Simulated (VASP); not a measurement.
**BiTe: relaxation of cell and atoms with PBE+D3(BJ)**

The system is BiTe.

```
Bi Te
1.0
     2.42271    1.39875    3.31729
    -2.42271    1.39875    3.31729
     0.00000   -2.79750    3.31729
Bi Te
1 1
Cartesian
  0.0000 0.0000 4.9759
  0.0000 0.0000 0.0000
```

| Item | Value |
| --- | --- |
| Program | VASP 6.6.1 |
| Task | relaxation of cell and atoms |
| Functional | PBE |
| Dispersion | D3(BJ) |
| Potentials or basis | VASP PAW PBE potentials, release 64 (Bi_d, Te) |
| Cutoff | 600 eV |
| k mesh | 7 × 7 × 7 |
| Occupations | fermi-dirac, width 0.05 eV |
| Spin | no spin polarisation |
| Dipole correction | no |
| Further INCAR settings | ALGO = Normal; EDIFF = 1e-07; IBRION = 2; EDIFFG = -0.01; NSW = 60; ISIF = 3 |

```json
{"Relaxed volume": "32.01 Å³/atom", "Relaxed cell": "a = 4.218 Å, b = 4.218 Å, c = 4.218 Å, α = 69.93°, β = 69.93°, γ = 69.93°", "Space group after relaxing (to 0.05 Å)": "R-3m (No. 166)", "Energy gained by relaxing": "11.9 meV/atom", "Ionic steps": "7", "Pressure after relaxing": "0.0 GPa", "Dispersion energy per atom": "-0.478 eV"}
```

The path:
| step | energy change (eV) | largest force (eV/Å) | pressure (GPa) | volume (Å³) |
| --- | --- | --- | --- | --- |
| 1 | 0.0000 | 0.0000 | -2.09 | 67.45 |
| 2 | -0.0140 | 0.0000 | 1.24 | 63.24 |
| 3 | -0.0192 | 0.0000 | 0.01 | 64.63 |
| 4 | -0.0204 | 0.0000 | 0.01 | 64.54 |
| 5 | -0.0230 | 0.0000 | 0.00 | 64.26 |
| 6 | -0.0226 | 0.0000 | -0.05 | 63.65 |
| 7 | -0.0238 | 0.0000 | -0.02 | 64.01 |

Final structure:
```
CELL_PARAMETERS angstrom
2.41733 1.39565 3.16238
-2.41733 1.39565 3.16238
0.00000 -2.79129 3.16238
ATOMIC_POSITIONS crystal
Bi 0.50000 0.50000 0.50000
Te 0.00000 0.00000 0.00000
```

Levels at points of the mesh, in eV from the Fermi level:
```tsv
k point	band 7	band 8	band 9	band 10	band 11	band 12	band 13	band 14
(0.00, 0.00, 0.00)	-8.15	-3.09	-3.09	-1.48	2.00	2.81	2.81	3.86
```

Run time: 2.7 min on 1 thread of Intel(R) Xeon(R) Platinum 8375C CPU @ 2.90GHz (Ice Lake), with other jobs on the host, peak memory 0.25 GiB.

Caveat: spin-orbit coupling is left out, which moves the levels of the heavy elements; pairwise dispersion overbinds metals, which lowers pressure and volume.
